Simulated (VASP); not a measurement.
# C (Fd-3m) in VASP: notebook

C is run at these levels: PBE; tasks: electric field gradients.

Program: VASP 6.6.1. These are calculated values, not measurements. Logs are shortened: lines on timing, memory, paths and dates and some standing lists are left out, and cuts for length are marked.

## (1) The cell of the first run

Symmetry: Fd-3m, No. 227, cubic system. The conventional cell has a = 3.590 Å, b = 3.590 Å, c = 3.590 Å, α = 90.00°, β = 90.00°, γ = 90.00°. C (site symmetry -43m) has 4 C at 1.55 Å within 2.1 Å.

## (2) Electric field gradients, PBE (volume scaled by 1.02)

Contents of INCAR:

```
SYSTEM = C
PREC     = Accurate       ! precision mode
ENCUT    = 520            ! plane-wave cutoff, eV
EDIFF    = 1E-8           ! SCF threshold, eV
ISMEAR   = -1             ! smearing method
SIGMA    = 0.08           ! smearing width, eV
LREAL    = .False.        ! projectors in reciprocal space
LASPH    = .True.         ! aspherical terms in the spheres
NELM     = 80             ! most SCF steps
ALGO     = Normal         ! electronic algorithm
ISIF     = 2              ! what is computed and relaxed
LWAVE    = .False.        ! write WAVECAR
LCHARG   = .False.        ! write CHGCAR
GGA      = PE             ! functional
LEFG     = .True.       
NBANDS   = 11             ! bands
```

Contents of KPOINTS:

```
Automatic mesh
0
Gamma
  20 20 20
  0 0 0
```

Contents of POSCAR:

```
C
1.0
    0.0000000000      1.7952109402      1.7952109402
    1.7952109402      0.0000000000      1.7952109402
    1.7952109402      1.7952109402      0.0000000000
C
2
Direct
    0.5000000000      0.5000000000      0.5000000000
    0.7500000000      0.7500000000      0.7500000000
```

Potentials or basis: VASP PAW PBE potentials, release 64 (C).

Run with:

```
> cat potpaw_PBE.64/C/POTCAR > POTCAR
> mpirun -np 1 vasp_std > vasp.out
```

OUTCAR:

```text
SYSTEM = C
   PREC = Accurate
   ENCUT = 520
   EDIFF = 1E-8
   ISMEAR = -1
   LREAL = .False.
   LASPH = .True.
   NELM = 80
   ISIF = 2
   GGA = PE

 ion  position               nearest neighbor table
   1  0.500  0.500  0.500-   2 1.55   2 1.55   2 1.55   2 1.55
   2  0.750  0.750  0.750-   1 1.55   1 1.55   1 1.55   1 1.55

  LATTYP: Found a face centered cubic cell.
 ALAT       =     3.5904218804

  Lattice vectors:

 A1 = (   0.0000000000,   1.7952109402,   1.7952109402)
 A2 = (   1.7952109402,   0.0000000000,   1.7952109402)
 A3 = (   1.7952109402,   1.7952109402,   0.0000000000)

Analysis of symmetry for initial positions (statically):
=====================================================================
 Subroutine PRICEL returns:
 Original cell was already a primitive cell.

 Routine SETGRP: Setting up the symmetry group for a
 face centered cubic supercell.

 Subroutine GETGRP returns: Found 48 space group operations
 (whereof 24 operations were pure point group operations)
 out of a pool of 48 trial point group operations.

The static configuration has the point symmetry T_d .
 The point group associated with its full space group is O_h .

Analysis of symmetry for dynamics (positions and initial velocities):
=====================================================================
 Subroutine PRICEL returns:
 Original cell was already a primitive cell.

 Routine SETGRP: Setting up the symmetry group for a
 face centered cubic supercell.

 Subroutine GETGRP returns: Found 48 space group operations
 (whereof 24 operations were pure point group operations)
 out of a pool of 48 trial point group operations.

The dynamic configuration has the point symmetry T_d .
 The point group associated with its full space group is O_h .

 Subroutine INISYM returns: Found 48 space group operations
 (whereof 24 operations are pure point group operations),
 and found     1 'primitive' translations

----------------------------------------------------------------------------------------

                                     Primitive cell

  volume of cell :      11.5711

  direct lattice vectors                    reciprocal lattice vectors
     0.000000000  1.795210940  1.795210940    -0.278518802  0.278518802  0.278518802
     1.795210940  0.000000000  1.795210940     0.278518802 -0.278518802  0.278518802
     1.795210940  1.795210940  0.000000000     0.278518802  0.278518802 -0.278518802

  length of vectors
     2.538811659  2.538811659  2.538811659     0.482408716  0.482408716  0.482408716

  position of ions in fractional coordinates (direct lattice)
     0.500000000  0.500000000  0.500000000
     0.750000000  0.750000000  0.750000000

  ion indices of the primitive-cell ions
   primitive index   ion index
                 1           1
                 2           2

----------------------------------------------------------------------------------------

 KPOINTS: Automatic mesh

Automatic generation of k-mesh.
 Grid dimensions read from file:
 generate k-points for:   20   20   20

 Generating k-lattice:

  Cartesian coordinates                     Fractional coordinates (reciprocal lattice)
    -0.013925940  0.013925940  0.013925940     0.050000000  0.000000000  0.000000000
     0.013925940 -0.013925940  0.013925940     0.000000000  0.050000000  0.000000000
     0.013925940  0.013925940 -0.013925940     0.000000000  0.000000000  0.050000000

  Length of vectors
     0.024120436  0.024120436  0.024120436

  Shift w.r.t. Gamma in fractional coordinates (k-lattice)
     0.000000000  0.000000000  0.000000000

 Subroutine IBZKPT returns following result:
 ===========================================

 Found    256 irreducible k-points:

 Following reciprocal coordinates:
            Coordinates               Weight
  0.000000  0.000000  0.000000      1.000000
  0.050000  0.000000  0.000000      8.000000
  0.100000  0.000000  0.000000      8.000000
  0.150000  0.000000  0.000000      8.000000
  0.200000  0.000000  0.000000      8.000000
  0.250000  0.000000  0.000000      8.000000
[... 16 lines left out ...]
 -0.400000  0.050000  0.000000     24.000000
 -0.350000  0.050000  0.000000     24.000000
 [... further k-points ...]
   k-points           NKPTS =    256   k-points in BZ     NKDIM =    256   number of bands    NBANDS=     11
   number of dos      NEDOS =    301   number of ions     NIONS =      2
   total plane-waves  NPLWV =   8000
   dimension x,y,z NGX =    20 NGY =   20 NGZ =   20
   dimension x,y,z NGXF=    40 NGYF=   40 NGZF=   40
   ions per type =               2
   NGX,Y,Z   is equivalent  to a cutoff of  13.10, 13.10, 13.10 a.u.
   NGXF,Y,Z  is equivalent  to a cutoff of  26.19, 26.19, 26.19 a.u.
 SYSTEM =  C
   PREC   = accura    normal or accurate (medium, high low for compatibility)
   ISTART =      0    job   : 0-new  1-cont  2-samecut
   ICHARG =      2    charge: 1-file 2-atom 10-const
   ISPIN  =      1    spin polarized calculation?
   LNONCOLLINEAR =      F non collinear calculations
   LSORBIT =      F    spin-orbit coupling
   LASPH  =      T    aspherical Exc in radial PAW
   ENCUT  =  520.0 eV  38.22 Ry    6.18 a.u.   4.72  4.72  4.72*2*pi/ulx,y,z
   NELM   =     80;   NELMIN=  2; NELMDL= -5     # of ELM steps
   EDIFF  = 0.1E-07   stopping-criterion for ELM
   LREAL  =      F    real-space projection
   EDIFFG = 0.1E-06   stopping-criterion for IOM
   NSW    =      0    number of steps for IOM
   IBRION =     -1    ionic relax: 0-MD 1-quasi-New 2-CG
   NFREE  =      0    steps in history (QN), initial steepest desc. (CG)
   ISIF   =      2    stress and relaxation
   ISYM   =      2    0-nonsym 1-usesym 2-fastsym
   POTIM  = 0.5000    time-step for ionic-motion
   TEBEG  =    0.0;   TEEND  =   0.0 temperature during run
   PSTRESS=    0.0 pullay stress
   NELECT =       8.0000    total number of electrons
   NUPDOWN=      -1.0000    fix difference up-down
   EMIN   =  10.00;   EMAX   =-10.00  energy-range for DOS
   EFERMI =   0.00;   METHOD = LEGACY
   ISMEAR =    -1;   SIGMA  =   0.08  broadening in eV -4-tet -1-fermi 0-gaus
   EFERMI_NEDOS =   21; number of points for ismear=-14 and -15
   IALGO  =     38    algorithm
   IMIX   =      4    mixing-type and parameters
     AMIX     =   0.40;   BMIX     =  1.00
     AMIX_MAG =   1.60;   BMIX_MAG =  1.00
  volume/ion in A,a.u.               =       5.79        39.04
  Fermi-wavevector in a.u.,A,eV,Ry     =   1.447591  2.735551 28.511294  2.095521
  Thomas-Fermi vector in A             =   2.565529
   LORBIT       =      0    0 simple, 1 ext, 2 COOP (PROOUT), +10 PAW based schemes
   GGA     = PE    functional components
[... 5 lines left out ...]
 non-spin polarized calculation
  energy-cutoff  :      520.00
  volume of cell :       11.57
 maximum number of plane-waves:       331
   NGX =  9   NGY =  9   NGZ =  9

 number of electron       8.0000000 magnetization

 Free energy of the ion-electron system (eV)
  ---------------------------------------------------
  ext. energy  EPLUGINS =         0.00000000
  ---------------------------------------------------
  free energy    TOTEN  =       -18.18295522 eV

  energy without entropy =      -18.18295522  energy(sigma->0) =      -18.18295522

 E-fermi :  10.8688     XC(G=0): -13.1514

 val. band max:        9.4447789060   @ k =   0.0000   0.0000   0.0000
 cond. band min:      13.5338761222   @ k =   0.3500   0.3500   0.0000
 fundamental gap:      4.0890972162
 Fermi energy:        10.8687694288

 k-point     1 :       0.0000    0.0000    0.0000
  band No.  band energies     occupation
      1     -11.7674      2.00000
      2       9.4448      2.00000
      3       9.4448      2.00000
      4       9.4448      2.00000
      5      14.9802      0.00000
      6      14.9802      0.00000
      7      14.9802      0.00000
      8      22.3248      0.00000
      9      28.4872      0.00000
     10      35.7627      0.00000
     11      35.7627      0.00000

 k-point     2 :       0.0500    0.0000    0.0000
  band No.  band energies     occupation
      1     -11.6990      2.00000
      2       8.9684      2.00000
      3       9.3240      2.00000
      4       9.3240      2.00000
      5      15.1380      0.00000
      6      15.1380      0.00000
      7      15.2695      0.00000
      8      22.3895      0.00000
      9      28.6074      0.00000
     10      34.5625      0.00000
     11      34.5625      0.00000
[... 295 lines left out ...]
 k-point    24 :      -0.3500    0.0500    0.0000
  band No.  band energies     occupation
      1      -8.1400      2.00000
      2      -0.7781      2.00000
      3       6.4882      2.00000
      4       7.1396      2.00000
      5      17.6386      0.00000
      6      17.9160      0.00000
      7      18.1060      0.00000
      8      24.5163      0.00000
      9      30.2485      0.00000
     10      32.1225      0.00000
     11      33.5181      0.00000

 [... further k-points ...]
[... 5 lines left out ...]
  --------------------------------------------------------------------------------------
  -------------------------------------------------------------------------------------
  Total       -0.4355738     -0.4355738     -0.4355738     -0.0000000      0.0000000     -0.0000000
  in kB      -60.3109157    -60.3109157    -60.3109157     -0.0000000      0.0000000     -0.0000000
  external PRESSURE =     -60.3109157 kB  Pullay stress =       0.0000000 kB

 VOLUME and BASIS-vectors are now :
 -----------------------------------------------------------------------------
  energy-cutoff  :      520.00
  volume of cell :       11.57
      direct lattice vectors                 reciprocal lattice vectors
     0.000000000  1.795210940  1.795210940    -0.278518802  0.278518802  0.278518802
     1.795210940  0.000000000  1.795210940     0.278518802 -0.278518802  0.278518802
     1.795210940  1.795210940  0.000000000     0.278518802  0.278518802 -0.278518802

 POSITION                                       TOTAL-FORCE (eV/Angst)
 -----------------------------------------------------------------------------------
      1.79521      1.79521      1.79521        -0.000000     -0.000000     -0.000000
      2.69282      2.69282      2.69282         0.000000      0.000000      0.000000
 -----------------------------------------------------------------------------------
    total drift:                                0.000000     -0.000000      0.000000

  FREE ENERGIE OF THE ION-ELECTRON SYSTEM (eV)
  ---------------------------------------------------
  free  energy   TOTEN  =       -18.1829552211 eV

  energy  without entropy=      -18.1829552210  energy(sigma->0) =      -18.18295522

 Electric field gradients (V/A^2)
---------------------------------------------------------------------
 ion       V_xx      V_yy      V_zz      V_xy      V_xz      V_yz
---------------------------------------------------------------------
   1      -0.000     0.000    -0.000    -0.000    -0.000    -0.000
   2      -0.000     0.000    -0.000    -0.000    -0.000    -0.000
---------------------------------------------------------------------

 Electric field gradients after diagonalization (V/A^2)
 (convention: |V_zz| > |V_xx| > |V_yy|)
----------------------------------------------------------------------
 ion       V_xx      V_yy      V_zz     asymmetry (V_yy - V_xx)/ V_zz
----------------------------------------------------------------------
   1       0.000     0.000    -0.000       0.000
   2       0.000     0.000    -0.000       0.000
----------------------------------------------------------------------

           NMR quadrupolar parameters

 Cq : quadrupolar parameter    Cq=e*Q*V_zz/h
 eta: asymmetry parameters     (V_yy - V_xx)/ V_zz
 Q  : nuclear electric quadrupole moment in mb (millibarn)
----------------------------------------------------------------------
 ion       Cq(MHz)       eta       Q (mb)
----------------------------------------------------------------------
   1      -0.000       0.000       1.000
   2      -0.000       0.000       1.000
----------------------------------------------------------------------
```

It took 19 s on 1 thread of Intel Xeon 6975P-C, shared host; peak memory 0.13 GiB.

Results:

```yaml
Free_energy: -18.1830 eV
Pressure: -6.0 GPa
Band_gap_on_the_k_mesh: 4.09 eV, indirect (least direct gap 5.54 eV)
```

Levels at points of the mesh, in eV from the valence-band top:
| k point | band 1 | band 2 | band 3 | band 4 | band 5 | band 6 | band 7 | band 8 |
| --- | --- | --- | --- | --- | --- | --- | --- | --- |
| (0.00, 0.00, 0.00) | -21.21 | 0.00 | 0.00 | 0.00 | 5.54 | 5.54 | 5.54 | 12.88 |
| (0.50, 0.00, 0.00) | -15.55 | -13.15 | -2.75 | -2.75 | 8.38 | 8.38 | 8.58 | 15.51 |
| (0.50, 0.50, 0.00) | -12.62 | -12.62 | -6.18 | -6.18 | 4.72 | 4.72 | 16.51 | 16.51 |

Caveat: without QUAD_EFG the Cq values of the log hold for a quadrupole moment of 1 mb, not for the nuclei. A k mesh can miss the band edges.

## (3) Electric field gradients, PBE (volume scaled by 1.02)

Contents of INCAR:

```
PREC = Accurate
ENCUT = 520
EDIFF = 1E-8
ISMEAR = -1
SIGMA = 0.08
LREAL = False
LASPH = True
NELM = 60
ALGO = Normal
ISIF = 2
LWAVE = False
LCHARG = False
GGA = PE
LEFG = True
NBANDS = 11
```

Contents of KPOINTS:

```
regular mesh
0
Gamma
  20 20 20
```

POSCAR is that of step 2.

Potentials or basis: VASP PAW PBE potentials, release 64 (C).

Run with:

```
> cat potpaw_PBE.64/C/POTCAR > POTCAR
> mpirun -np 1 vasp_std > vasp.out
```

OUTCAR:

```text
PREC = Accurate
   ENCUT = 520
   EDIFF = 1E-8
   ISMEAR = -1
   LREAL = False
   LASPH = True
   NELM = 60
   ISIF = 2
   GGA = PE

 ion  position               nearest neighbor table
   1  0.500  0.500  0.500-   2 1.55   2 1.55   2 1.55   2 1.55
   2  0.750  0.750  0.750-   1 1.55   1 1.55   1 1.55   1 1.55

  LATTYP: Found a face centered cubic cell.
 ALAT       =     3.5904218804

  Lattice vectors:

 A1 = (   0.0000000000,   1.7952109402,   1.7952109402)
 A2 = (   1.7952109402,   0.0000000000,   1.7952109402)
 A3 = (   1.7952109402,   1.7952109402,   0.0000000000)

Analysis of symmetry for initial positions (statically):
=====================================================================
 Subroutine PRICEL returns:
 Original cell was already a primitive cell.

 Routine SETGRP: Setting up the symmetry group for a
 face centered cubic supercell.

 Subroutine GETGRP returns: Found 48 space group operations
 (whereof 24 operations were pure point group operations)
 out of a pool of 48 trial point group operations.

The static configuration has the point symmetry T_d .
 The point group associated with its full space group is O_h .

Analysis of symmetry for dynamics (positions and initial velocities):
=====================================================================
 Subroutine PRICEL returns:
 Original cell was already a primitive cell.

 Routine SETGRP: Setting up the symmetry group for a
 face centered cubic supercell.

 Subroutine GETGRP returns: Found 48 space group operations
 (whereof 24 operations were pure point group operations)
 out of a pool of 48 trial point group operations.

The dynamic configuration has the point symmetry T_d .
[... 164 lines left out ...]
      9      28.4872      0.00000
     10      35.7627      0.00000
     11      35.7627      0.00000
[... 309 lines left out ...]
 k-point    24 :      -0.3500    0.0500    0.0000
  band No.  band energies     occupation
      1      -8.1400      2.00000
      2      -0.7781      2.00000
      3       6.4882      2.00000
      4       7.1396      2.00000
      5      17.6386      0.00000
      6      17.9160      0.00000
      7      18.1060      0.00000
      8      24.5163      0.00000
      9      30.2485      0.00000
     10      32.1225      0.00000
     11      33.5181      0.00000

 [... further k-points ...]
[... 5 lines left out ...]
  --------------------------------------------------------------------------------------
  -------------------------------------------------------------------------------------
  Total       -0.4355738     -0.4355738     -0.4355738     -0.0000000      0.0000000     -0.0000000
  in kB      -60.3109157    -60.3109157    -60.3109157     -0.0000000      0.0000000     -0.0000000
  external PRESSURE =     -60.3109157 kB  Pullay stress =       0.0000000 kB

 VOLUME and BASIS-vectors are now :
 -----------------------------------------------------------------------------
  energy-cutoff  :      520.00
  volume of cell :       11.57
      direct lattice vectors                 reciprocal lattice vectors
     0.000000000  1.795210940  1.795210940    -0.278518802  0.278518802  0.278518802
     1.795210940  0.000000000  1.795210940     0.278518802 -0.278518802  0.278518802
     1.795210940  1.795210940  0.000000000     0.278518802  0.278518802 -0.278518802

 POSITION                                       TOTAL-FORCE (eV/Angst)
 -----------------------------------------------------------------------------------
      1.79521      1.79521      1.79521        -0.000000     -0.000000     -0.000000
      2.69282      2.69282      2.69282         0.000000      0.000000      0.000000
 -----------------------------------------------------------------------------------
    total drift:                                0.000000     -0.000000      0.000000

  FREE ENERGIE OF THE ION-ELECTRON SYSTEM (eV)
  ---------------------------------------------------
  free  energy   TOTEN  =       -18.1829552211 eV

  energy  without entropy=      -18.1829552210  energy(sigma->0) =      -18.18295522

 Electric field gradients (V/A^2)
---------------------------------------------------------------------
 ion       V_xx      V_yy      V_zz      V_xy      V_xz      V_yz
---------------------------------------------------------------------
   1      -0.000     0.000    -0.000    -0.000    -0.000    -0.000
   2      -0.000     0.000    -0.000    -0.000    -0.000    -0.000
---------------------------------------------------------------------

 Electric field gradients after diagonalization (V/A^2)
 (convention: |V_zz| > |V_xx| > |V_yy|)
----------------------------------------------------------------------
 ion       V_xx      V_yy      V_zz     asymmetry (V_yy - V_xx)/ V_zz
----------------------------------------------------------------------
   1       0.000     0.000    -0.000       0.000
   2       0.000     0.000    -0.000       0.000
----------------------------------------------------------------------

           NMR quadrupolar parameters

 Cq : quadrupolar parameter    Cq=e*Q*V_zz/h
 eta: asymmetry parameters     (V_yy - V_xx)/ V_zz
 Q  : nuclear electric quadrupole moment in mb (millibarn)
----------------------------------------------------------------------
 ion       Cq(MHz)       eta       Q (mb)
----------------------------------------------------------------------
   1      -0.000       0.000       1.000
   2      -0.000       0.000       1.000
----------------------------------------------------------------------
```

stdout:

```text
POSCAR found type information on POSCAR C
 POSCAR found :  1 types and       2 ions
 scaLAPACK will be used
 LDA part: xc-table for (Slater+PW92), standard interpolation
 POSCAR, INCAR and KPOINTS ok, starting setup
 FFT: planning ... GRIDC
 FFT: planning ... GRID_SOFT
 FFT: planning ... GRID
 WAVECAR not read
 entering main loop
ion   1

ion   2
```

Run time: 23 s. Hardware: 1 thread of Intel Xeon 6975P-C, shared host; peak memory 0.13 GiB.

Results:

| Property | Result |
| --- | --- |
| Free energy | -18.1830 eV |
| Pressure | -6.0 GPa |
| Band gap on the k mesh | 4.09 eV, indirect (least direct gap 5.54 eV) |

Levels at points of the mesh, in eV from the valence-band top:
| k point | band 1 | band 2 | band 3 | band 4 | band 5 | band 6 | band 7 | band 8 | band 9 |
| --- | --- | --- | --- | --- | --- | --- | --- | --- | --- |
| (0.00, 0.00, 0.00) | -21.21 | 0.00 | 0.00 | 0.00 | 5.54 | 5.54 | 5.54 | 12.88 | 19.04 |
| (0.50, 0.00, 0.00) | -15.55 | -13.15 | -2.75 | -2.75 | 8.38 | 8.38 | 8.58 | 15.51 | 21.62 |
| (0.50, 0.50, 0.00) | -12.62 | -12.62 | -6.18 | -6.18 | 4.72 | 4.72 | 16.51 | 16.51 | 22.87 |

Caveat: without QUAD_EFG the Cq values of the log hold for a quadrupole moment of 1 mb, not for the nuclei. A k mesh can miss the band edges.
